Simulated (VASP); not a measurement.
LiCl:

```
CELL_PARAMETERS angstrom
0.00000 2.73304 2.73304
2.73304 0.00000 2.73304
2.73304 2.73304 0.00000
ATOMIC_POSITIONS crystal
Li 0.00000 0.00000 0.00000
Cl 0.25000 0.25000 0.25000
```

Program: VASP 6.6.1. Alike in all runs: task single point; potentials or basis VASP PAW PBE potentials, release 64 (Li_sv, Cl); no spin polarisation; cell as given; k mesh 6 × 6 × 6; cutoff (eV) 520; smearing gaussian 0.01 eV. Hardware: 1 thread of AMD EPYC 7R43 64-Core Processor (Zen 3) (shared host).

Task: Order these runs on this cell by their wall time, lowest first.
A. level HSE06; grid for exact exchange (PRECFOCK) Normal; screening parameter 0.2079 1/Å
B. level PBE
C. level r2SCAN

Result: B (9.3 s), C (41 s), A (780 s).
